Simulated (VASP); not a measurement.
Wanted: the native input for a VASP 6.6.1 run.

```yaml
Task: single point
Functional: PBE
Potentials_or_basis: VASP PAW PBE potentials, release 64 (W_sv, C)
Cutoff: 520 eV
k_mesh: 9 × 9 × 1
Occupations: gaussian, width 0.1 eV
Spin: no spin polarisation
Dipole_correction: yes
Further_INCAR_settings: ALGO = Normal; EDIFF = 1e-06; NBANDS = 31
```

The structure of W3C lies in POSCAR:

```
W3C
1.0
    2.8547213223      0.0000000000      0.0000000000
   -1.4273606611      2.4722611858      0.0000000000
    0.0000000000      0.0000000000     20.1973423164
W C
3 1
Direct
    0.6666666667      0.3333333333      0.1980458586
    0.3333333333      0.6666666667      0.3143385340
    0.0000000000      0.0000000000      0.4306181566
    0.5000000000      0.3333333333      0.4952119839
```

These files were run (other wordings do the same):

INCAR

```
ALGO = Normal
DIPOL = 0.5 0.5 0.360
EDIFF = 1E-6
ENCUT = 520
GGA = PE
IDIPOL = 3
ISIF = 2
ISMEAR = 0
LASPH = T
LCHARG = F
LDIPOL = T
LREAL = F
LWAVE = F
NBANDS = 31
NELM = 80
PREC = Accurate
SIGMA = 0.1
```

KPOINTS

```
k-points
0
Gamma
  9 9 1
```

Potentials or basis: VASP PAW PBE potentials, release 64 (W_sv, C).

The run is started by

```bash
$ cat potpaw_PBE.64/W_sv/POTCAR potpaw_PBE.64/C/POTCAR > POTCAR
$ mpirun -np 1 vasp_std > vasp.out
```

It gave:

The largest force is 3.065 eV/Å and the band gap on the k mesh is zero (bands 23 and 24 overlap by 0.77 eV).

Caveat: spin-orbit coupling is left out, which moves the levels of the heavy elements.

Run time: 11 min on 1 thread of Intel Xeon 8259CL, on a shared host, peak memory 0.36 GiB.
